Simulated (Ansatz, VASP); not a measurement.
**Two plane-wave programs on CdS**

INCAR

```
  PREC = Accurate
  ENCUT = 520
  EDIFF = 1E-7
  ISMEAR = 0
  SIGMA = 0.05
  LREAL = F
  LASPH = T
  NELM = 80
  ALGO = Normal
  ISIF = 2
  LWAVE = F
  LCHARG = F
  GGA = PE
  NBANDS = 16
```

KPOINTS

```
regular mesh
0
Gamma
  10 10 10
```

File POSCAR:

```
CdS
1.0
    0.0000000000      2.9233037910      2.9233037910
    2.9233037910      0.0000000000      2.9233037910
    2.9233037910      2.9233037910      0.0000000000
Cd S
1 1
Direct
    0.0000000000      0.0000000000      0.0000000000
    0.7500000000      0.7500000000      0.7500000000
```

Input for Ansatz:

```yaml
crystal:
  lattice:
    - [0.0, 2.9233037913, 2.9233037913]
    - [2.9233037913, 0.0, 2.9233037913]
    - [2.9233037913, 2.9233037913, 0.0]
  atoms:
    - { symbol: Cd, position: [0.0, 0.0, 0.0] }
    - { symbol: S, position: [0.75, 0.75, 0.75] }
basis:
  ecutwfc: 420
  ecutrho_ratio: 4
kpoints:
  mp_grid: { grid: [10, 10, 10] }
hamiltonian:
  xc: pbe
scf:
  occupations: { method: gaussian, width: 0.05 }
output:
  forces: true
  stress: true
  eigenvalues: true
```

Alike in both runs: task single point; functional PBE; k mesh 10 × 10 × 10; occupations gaussian, width 0.05 eV; no spin polarisation.

```csv
,VASP,Ansatz
version,VASP 6.6.1,Ansatz 0.2.0
potentials or method,"VASP PAW PBE potentials, release 64 (Cd, S), cutoff 520 eV","scalar-relativistic, plane waves, PAW"
valence electrons in the cell,18,26
```

```tsv
	VASP	Ansatz	Ansatz less VASP
gap on the k mesh at the Fermi level (eV)	1.13	1.13	-0.004
least direct gap on the mesh (eV)	1.13	1.13	-0.004
pressure (GPa)	2.7	2.4	-0.35
```

VASP's potentials hold 18 valence electrons a cell and Ansatz's 26, so a difference there can come from the potentials and not from the codes.
